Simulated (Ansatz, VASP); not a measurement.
Na4H in VASP and in Ansatz

Contents of INCAR:

```
SYSTEM = Na4H
PREC = Accurate ; ENCUT = 400
EDIFF = 1E-6 ; ISMEAR = 0
SIGMA = 0.1 ; LREAL = .FALSE.
LASPH = .TRUE. ; NELM = 120
ALGO = Normal ; ISIF = 2
LWAVE = .FALSE. ; LCHARG = .TRUE.
LDIPOL = .TRUE. ; IDIPOL = 3
DIPOL = 0.5 0.5 0.295 ; GGA = PE
LELF = .TRUE. ; LVHAR = .TRUE.
LVACPOTAV = .TRUE. ; NBANDS = 40
GGA_COMPAT = .FALSE. ; NELMDL = -8
```

KPOINTS

```
Automatic mesh
0
G
  4 4 1
  0 0 0
```

The input POSCAR:

```
Na4H
1.0
    7.2665054626      0.0000000000      0.0000000000
   -2.4221684875      6.8509270508      0.0000000000
    0.0000000000      0.0000000000     20.9665384335
Na H
8 2
Direct
    0.2500000000      0.2500000000      0.1907801811
    0.2500000000      0.7500000000      0.1907801811
    0.7500000000      0.2500000000      0.1907801811
    0.7500000000      0.7500000000      0.1907801811
    0.0000000000      0.0000000000      0.3322693660
    0.0000000000      0.5000000000      0.3322693660
    0.5000000000      0.0000000000      0.3322693660
    0.5000000000      0.5000000000      0.3322693660
    0.0637974121      0.3333333333      0.4300442089
    0.2695359212      0.3333333333      0.4300442089
```

Input for Ansatz:

```yaml
crystal:
  lattice:
    - [7.2665054626, 0.0, 0.0]
    - [-2.4221684875, 6.8509270508, 0.0]
    - [0.0, 0.0, 20.9665384335]
  atoms:
    - { symbol: Na, position: [0.25, 0.25, 0.1907801811] }
    - { symbol: Na, position: [0.25, 0.75, 0.1907801811] }
    - { symbol: Na, position: [0.75, 0.25, 0.1907801811] }
    - { symbol: Na, position: [0.75, 0.75, 0.1907801811] }
    - { symbol: Na, position: [0.0, 0.0, 0.332269366] }
    - { symbol: Na, position: [0.0, 0.5, 0.332269366] }
    - { symbol: Na, position: [0.5, 0.0, 0.332269366] }
    - { symbol: Na, position: [0.5, 0.5, 0.332269366] }
    - { symbol: H, position: [0.0637974121, 0.3333333333, 0.4300442089] }
    - { symbol: H, position: [0.2695359212, 0.3333333333, 0.4300442089] }
basis:
  ecutwfc: 420
kpoints:
  mp_grid: { grid: [4, 4, 1] }
hamiltonian:
  xc: pbe
scf:
  occupations: { method: gaussian, width: 0.1 }
output:
  forces: true
  eigenvalues: true
efield:
  axis: 3
  dipole_correction: true
  ramp_width: 0.04
```

Alike in both runs: task single point; functional PBE; k mesh 4 × 4 × 1; occupations gaussian, width 0.1 eV; no spin polarisation.

|  | VASP | Ansatz |
| --- | --- | --- |
| version | VASP 6.6.1 | Ansatz 0.2.0 |
| potentials or method | VASP PAW PBE potentials, release 64 (Na_pv, H), cutoff 400 eV | scalar-relativistic, plane waves, PAW |
| valence electrons in the cell | 58 | 74 |

```csv
,VASP,Ansatz,Ansatz less VASP
gap on the k mesh at the Fermi level (eV),none,none,-
rms of the force components (eV/Å),0.453,0.454,+0.0012
"work function, face that differs most (eV)",3.86,3.86,+0.001
```

Atom by atom the forces differ by 0.001 eV/Å (rms over components). A gap of «none» marks a metal or a gap that the smearing closes. VASP's potentials hold 58 valence electrons a cell and Ansatz's 74, so a difference there can come from the potentials and not from the codes.
